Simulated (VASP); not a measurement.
Here is a VASP 6.6.1 calculation.

Contents of INCAR:

```
ALGO = Normal
EDIFF = 1E-6
ENCUT = 520
GGA = PS
ISIF = 2
ISMEAR = -1
ISPIN = 2
LASPH = T
LCHARG = T
LELF = T
LMAXMIX = 4
LORBIT = 11
LREAL = F
LVHAR = T
LWAVE = F
MAGMOM = 1
NBANDS = 15
NELM = 150
PREC = Accurate
SIGMA = 0.08
```

The input KPOINTS:

```
k-points
0
Gamma
  21 21 21
```

The input POSCAR:

```
Ni
1.0
   -1.2236356515      1.2236356515      1.2236356515
    1.2236356515     -1.2236356515      1.2236356515
    1.2236356515      1.2236356515     -1.2236356515
Ni
1
Direct
    0.0000000000      0.0000000000      0.0000000000
```

Potentials or basis: VASP PAW PBE potentials, release 64 (Ni).

The run is started by

```bash
$ cat potpaw_PBE.64/Ni/POTCAR > POTCAR
$ mpirun -np 1 vasp_std > vasp.out
```

Problem. What does it give for the net moment?

Solution. 0.00 μB per cell.

Problem. Predict the pressure.

Solution. 183.8 GPa.

Problem. Estimate the band gap on the k mesh.

Solution. Zero (filled and empty bands overlap).

Caveat: the PAW data sets were made with another functional, which shifts forces and pressure a little.
